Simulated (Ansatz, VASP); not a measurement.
## TiB6 in VASP and in Ansatz

File INCAR:

```
SYSTEM = TiB6
  PREC = Accurate
  ENCUT = 600
  EDIFF = 1E-7
  ISMEAR = 0
  SIGMA = 0.1
  LREAL = .False.
  LASPH = .True.
  NELM = 60
  ALGO = Normal
  ISIF = 3
  LWAVE = .False.
  LCHARG = .False.
  GGA = PE
  IBRION = 2
  NSW = 100
  EDIFFG = -0.01
```

File KPOINTS:

```
Automatic mesh
0
Gamma
  10 10 10
  0 0 0
```

File POSCAR:

```
TiB6
1.0
    0.0000000000      3.0761692429      3.0761692429
    3.0761692429      0.0000000000      3.0761692429
    3.0761692429      3.0761692429      0.0000000000
Ti B
1 6
Direct
    0.5000000000      0.5000000000      0.5000000000
    0.0276871690      0.4723128310      0.4723128310
    0.4723128310      0.0276871690      0.0276871690
    0.4723128310      0.4723128310      0.0276871690
    0.0276871690      0.0276871690      0.4723128310
    0.0276871690      0.4723128310      0.0276871690
    0.4723128310      0.0276871690      0.4723128310
```

Input for Ansatz:

```yaml
crystal:
  lattice:
    - [0.0, 3.0761692429, 3.0761692429]
    - [3.0761692429, 0.0, 3.0761692429]
    - [3.0761692429, 3.0761692429, 0.0]
  atoms:
    - { symbol: Ti, position: [0.5, 0.5, 0.5] }
    - { symbol: B, position: [0.027687169, 0.472312831, 0.472312831] }
    - { symbol: B, position: [0.472312831, 0.027687169, 0.027687169] }
    - { symbol: B, position: [0.472312831, 0.472312831, 0.027687169] }
    - { symbol: B, position: [0.027687169, 0.027687169, 0.472312831] }
    - { symbol: B, position: [0.027687169, 0.472312831, 0.027687169] }
    - { symbol: B, position: [0.472312831, 0.027687169, 0.472312831] }
basis:
  ecutwfc: 420
kpoints:
  mp_grid: { grid: [10, 10, 10] }
hamiltonian:
  xc: pbe
scf:
  occupations: { method: gaussian, width: 0.1 }
output:
  forces: true
  stress: true
  eigenvalues: true
  write_density: true
  write_potential: true
  elf: true
  volumetric_format: npy
relax:
  adjacent_minimum: "off"
  f_tol: 0.01
  max_steps: 80
  cell: { stress_tol: 0.05 }
```

Alike in both runs: task relaxation of cell and atoms; functional PBE; k mesh 10 × 10 × 10; occupations gaussian, width 0.1 eV; no spin polarisation.

```csv
,VASP,Ansatz
version,VASP 6.6.1,Ansatz 0.2.0
potentials or method,"VASP PAW PBE potentials, release 64 (Ti_sv, B), cutoff 600 eV","scalar-relativistic, plane waves, PAW"
valence electrons in the cell,30,30
```

Ansatz gave:

| Quantity | Value |
| --- | --- |
| gap on the k mesh at the Fermi level, each at its own relaxed structure (eV) | none |
| relaxed volume (Å³/atom) | 8.71 |
| relaxed cell length with the largest relative difference (Å) | 4.418 |

Q: Estimate VASP's values.

A: gap on the k mesh at the Fermi level, each at its own relaxed structure (eV): none; relaxed volume (Å³/atom): 8.67; relaxed cell length with the largest relative difference (Å): 4.411.

A gap of «none» marks a metal or a gap that the smearing closes.
